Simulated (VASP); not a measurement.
A run of VASP 6.6.1:

File INCAR:

```
PREC = Accurate
ENCUT = 520
EDIFF = 1E-8
ISMEAR = -1
SIGMA = 0.02
LREAL = False
LASPH = True
NELM = 60
ALGO = Normal
ISIF = 2
LWAVE = False
LCHARG = False
GGA = PE
LEFG = True
NBANDS = 17
```

The input KPOINTS:

```
Automatic mesh
0
Gamma
  9 9 9
```

The input POSCAR:

```
SnSe
1.0
    0.0000000000      3.0100000000      3.0401000000
    3.0100000000      0.0000000000      3.0401000000
    3.0100000000      3.0100000000      0.0000000000
Sn Se
1 1
Direct
    0.0000000000      0.0000000000      0.0000000000
    0.5000000000      0.5000000000      0.5000000000
```

Potentials or basis: VASP PAW PBE potentials, release 64 (Sn_d, Se).

Run with:

```console
$ cat potpaw_PBE.64/Sn_d/POTCAR potpaw_PBE.64/Se/POTCAR > POTCAR
$ mpirun -np 1 vasp_std > vasp.out
```

Hardware: 1 thread of AMD EPYC 7R13 Processor (Zen 3) (shared host).

Q: How long does it take, and how much memory?

A: It took 110 s on 1 thread of AMD EPYC 7R13 Processor (Zen 3), with other jobs on the host, peak memory 0.19 GiB. Counts: scf iterations 16, k points 75.
